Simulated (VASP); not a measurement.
# Pt (I4/mmm) in VASP: a series of runs, part 2 of 2

VASP 6.6.1. The steps go on from the part before.

**4. Single point, PBEsol**

The input, INCAR:

```
  PREC = Accurate
  ENCUT = 520
  EDIFF = 1E-7
  ISMEAR = 0
  SIGMA = 0.15
  LREAL = False
  LASPH = True
  NELM = 100
  ALGO = Fast
  ISIF = 2
  LWAVE = False
  LCHARG = True
  GGA = PS
  LELF = True
  LVHAR = True
  NBANDS = 11
```

The input, KPOINTS:

```
Automatic mesh
0
Gamma
  24 24 24
```

The input, POSCAR:

```
Pt
1.0
   -1.4908080977      1.4908080977      1.7889697172
    1.4908080977     -1.4908080977      1.7889697172
    1.4908080977      1.4908080977     -1.7889697172
Pt
1
Direct
    0.0000000000      0.0000000000      0.0000000000
```

Potentials or basis: VASP PAW PBE potentials, release 64 (Pt).

On the command line:

```sh
$ cat potpaw_PBE.64/Pt/POTCAR > POTCAR
$ mpirun -np 1 vasp_std > vasp.out
```

OUTCAR:

```text
PREC = Accurate
   ENCUT = 520
   EDIFF = 1E-7
   ISMEAR = 0
   LREAL = False
   LASPH = True
   NELM = 100
   ISIF = 2
   GGA = PS

 ion  position               nearest neighbor table
   1  0.000  0.000  0.000-

  LATTYP: Found a body centered tetragonal cell.
 ALAT       =     2.9816161954
 C/A-ratio  =     1.2000000000

  Lattice vectors:

 A1 = (  -1.4908080977,   1.4908080977,   1.7889697172)
 A2 = (   1.4908080977,  -1.4908080977,   1.7889697172)
 A3 = (   1.4908080977,   1.4908080977,  -1.7889697172)

Analysis of symmetry for initial positions (statically):
=====================================================================
 Subroutine PRICEL returns:
 Original cell was already a primitive cell.

 Routine SETGRP: Setting up the symmetry group for a
 body centered tetragonal supercell.

 Subroutine GETGRP returns: Found 16 space group operations
 (whereof 16 operations were pure point group operations)
 out of a pool of 16 trial point group operations.

The static configuration has the point symmetry D_4h.

Analysis of symmetry for dynamics (positions and initial velocities):
=====================================================================
 Subroutine PRICEL returns:
 Original cell was already a primitive cell.

 Routine SETGRP: Setting up the symmetry group for a
 body centered tetragonal supercell.

 Subroutine GETGRP returns: Found 16 space group operations
 (whereof 16 operations were pure point group operations)
 out of a pool of 16 trial point group operations.

The dynamic configuration has the point symmetry D_4h.

 Subroutine INISYM returns: Found 16 space group operations
 (whereof 16 operations are pure point group operations),
 and found     1 'primitive' translations

----------------------------------------------------------------------------------------

                                     Primitive cell

  volume of cell :      15.9040

  direct lattice vectors                    reciprocal lattice vectors
    -1.490808098  1.490808098  1.788969717     0.000000000  0.335388573  0.279490477
[... 114 lines left out ...]
   LRPA    =     F    only Hartree local field effects (RPA)
 non-spin polarized calculation
 RMM-DIIS sequential band-by-band and
 Gauss-broadening in eV      SIGMA  =   0.15
  energy-cutoff  :      520.00
  volume of cell :       15.90
 maximum number of plane-waves:       443
 NGX is ok and might be reduce to    24
   NGX = 11   NGY = 11   NGZ = 11

 number of electron      10.0000001 magnetization

 Free energy of the ion-electron system (eV)
  ---------------------------------------------------
  ext. energy  EPLUGINS =         0.00000000
  ---------------------------------------------------
  free energy    TOTEN  =        -6.88753750 eV

  energy without entropy =       -6.86979642  energy(sigma->0) =       -6.87866696

 E-fermi :  10.0014     XC(G=0): -13.3113

 val. band max:       10.0012725131   @ k =  -0.3750  -0.4167   0.0833
 cond. band min:      10.0033995560   @ k =  -0.3750   0.1667   0.0417
 fundamental gap:      0.0021270428
 Fermi energy:        10.0014213801

 k-point     1 :       0.0000    0.0000    0.0000
  band No.  band energies     occupation
      1       0.3996      2.00000
      2       6.2450      2.00000
      3       6.2450      2.00000
      4       7.5553      2.00000
      5       7.8022      2.00000
      6       9.2864      2.00000
      7      25.3179      0.00000
      8      28.2445      0.00000
      9      28.2445      0.00000
     10      32.5507      0.00000
     11      35.2953      0.00000
[... 309 lines left out ...]
 k-point    24 :       0.4583    0.0417    0.0000
  band No.  band energies     occupation
      1       3.3564      2.00000
      2       5.7371      2.00000
      3       7.5679      2.00000
      4       9.1375      2.00000
      5       9.8506      1.84507
      6      10.9690      0.00000
      7      15.8155      0.00000
      8      23.9898      0.00000
      9      27.0036      0.00000
     10      31.1233      0.00000
     11      35.8237      0.00000

 [... further k-points ...]

------------------------ aborting loop because EDIFF is reached ----------------------------------------

  FORCE on cell =-STRESS in cart. coord.  units (eV):
  Direction    XX          YY          ZZ          XY          YZ          ZX
  --------------------------------------------------------------------------------------
  -------------------------------------------------------------------------------------
  Total       -1.4629412     -1.4629412     -0.8447632      0.0000000     -0.0000000      0.0000000
  in kB     -147.3774330   -147.3774330    -85.1018692      0.0000000     -0.0000000      0.0000000
  external PRESSURE =    -126.6189117 kB  Pullay stress =       0.0000000 kB

 VOLUME and BASIS-vectors are now :
 -----------------------------------------------------------------------------
  energy-cutoff  :      520.00
  volume of cell :       15.90
      direct lattice vectors                 reciprocal lattice vectors
    -1.490808098  1.490808098  1.788969717     0.000000000  0.335388573  0.279490477
     1.490808098 -1.490808098  1.788969717     0.335388573  0.000000000  0.279490477
     1.490808098  1.490808098 -1.788969717     0.335388573  0.335388573  0.000000000

 POSITION                                       TOTAL-FORCE (eV/Angst)
 -----------------------------------------------------------------------------------
      0.00000      0.00000      0.00000        -0.000000     -0.000000     -0.000000
 -----------------------------------------------------------------------------------
    total drift:                               -0.000000      0.000000      0.000000

  FREE ENERGIE OF THE ION-ELECTRON SYSTEM (eV)
  ---------------------------------------------------
  free  energy   TOTEN  =        -6.8875375006 eV

  energy  without entropy=       -6.8697964215  energy(sigma->0) =       -6.87866696
```

OSZICAR:

```text
N       E                     dE             d eps       ncg     rms          rms(c)
DAV:   1     0.385525877628E+02    0.38553E+02   -0.53383E+03 23928   0.842E+02
DAV:   2    -0.672600961572E+01   -0.45279E+02   -0.43316E+02 26626   0.174E+02
DAV:   3    -0.733816880074E+01   -0.61216E+00   -0.60713E+00 27397   0.193E+01
DAV:   4    -0.734059047370E+01   -0.24217E-02   -0.24215E-02 26862   0.143E+00
DAV:   5    -0.734061028465E+01   -0.19811E-04   -0.19812E-04 27528   0.121E-01    0.113E+01
RMM:   6    -0.692748386815E+01    0.41313E+00   -0.43609E-01 23443   0.553E+00    0.573E+00
RMM:   7    -0.689118162633E+01    0.36302E-01   -0.65501E-02 24632   0.231E+00    0.242E+00
RMM:   8    -0.688791745389E+01    0.32642E-02   -0.78628E-03 25067   0.788E-01    0.649E-01
RMM:   9    -0.688752111294E+01    0.39634E-03   -0.99105E-04 26954   0.271E-01    0.370E-02
RMM:  10    -0.688753652638E+01   -0.15413E-04   -0.14428E-04 26836   0.914E-02    0.454E-02
RMM:  11    -0.688753697592E+01   -0.44953E-06   -0.14256E-05 28337   0.267E-02    0.163E-02
RMM:  12    -0.688753733030E+01   -0.35439E-06   -0.46041E-06 27450   0.157E-02    0.527E-03
RMM:  13    -0.688753741090E+01   -0.80599E-07   -0.10852E-06 25241   0.670E-03    0.536E-03
RMM:  14    -0.688753750059E+01   -0.89688E-07   -0.22673E-07 18565   0.324E-03
   1 F= -.68875375E+01 E0= -.68786670E+01  d E =-.177411E-01
```

Wall time 4.6 min (1 thread of Intel Xeon 8259CL, shared host); peak memory 0.31 GiB.

Results:

| Item | Value |
| --- | --- |
| Free energy | -6.8875 eV |
| Pressure | -12.7 GPa |
| Band gap on the k mesh | zero (bands 5 and 6 overlap by 2.52 eV) |

Caveat: the stress differs along the axes, from -15 to -9 GPa; the PAW data sets were made with another functional, which shifts forces and pressure a little; spin-orbit coupling is left out, which moves the levels of the heavy elements.

**5. Summary**

```tsv
cell	further INCAR settings	gap on the mesh (eV)	pressure (GPa)
a = 2.812 Å, angles 101.5, 101.5, 126.9°, 1 atom	ALGO = Fast; EDIFF = 1e-06; NBANDS = 11	none	-1.9
a = 2.759 Å, angles 105.4, 105.4, 118.0°, 1 atom	ALGO = Fast; EDIFF = 1e-06; NBANDS = 11	none	-12.2
a = 2.765 Å, angles 114.7, 114.7, 99.4°, 1 atom	ALGO = Fast; EDIFF = 1e-07; NBANDS = 11	none	-12.7
```

Alike in all rows: task single point; level PBEsol; potentials or basis VASP PAW PBE potentials, release 64 (Pt); no spin polarisation; k mesh 24 × 24 × 24; cutoff (eV) 520; smearing gaussian 0.15 eV.

Caveats: the PAW data sets were made with another functional, which shifts forces and pressure a little; spin-orbit coupling is left out, which moves the levels of the heavy elements; the stress differs along the axes, from -17 to 29 GPa (at least some runs); the stress differs along the axes, from -19 to -9 GPa (at least some runs); the stress differs along the axes, from -15 to -9 GPa (at least some runs).

Absolute energies hang on the potentials; compare differences alone.
